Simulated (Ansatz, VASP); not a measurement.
## Two plane-wave programs on CdO

```
Cd O
1.0
     0.00000    2.35300    2.35300
     2.35300    0.00000    2.35300
     2.35300    2.35300    0.00000
Cd O
1 1
Direct
  0.00000 0.00000 0.00000
  0.50000 0.50000 0.50000
```

Alike in both runs: task single point; functional PBE0; k mesh 6 × 6 × 6; no spin polarisation.

|  | VASP | Ansatz |
| --- | --- | --- |
| version | VASP 6.6.1 | Ansatz 0.2.0 |
| potentials or method | VASP PAW PBE potentials, release 64 (Cd, O) | plane waves, PAW |
| plane-wave cutoff (eV) | 520 | 420 |
| occupations | gaussian, width 0.01 eV | fixed |
| valence electrons in the cell | 18 | 26 |

VASP gave:

| Item | Value |
| --- | --- |
| gap on the k mesh at the Fermi level (eV) | 1.57 |
| pressure (GPa) | 1.4 |

Problem. Estimate Ansatz's values.

Solution. gap on the k mesh at the Fermi level (eV): 1.57; pressure (GPa): -0.2.

VASP's potentials hold 18 valence electrons a cell and Ansatz's 26, so a difference there can come from the potentials and not from the codes. Ansatz's warnings: metallic iterate, metallic semilocal start, stress exchange threshold loose, stress scf threshold loose.
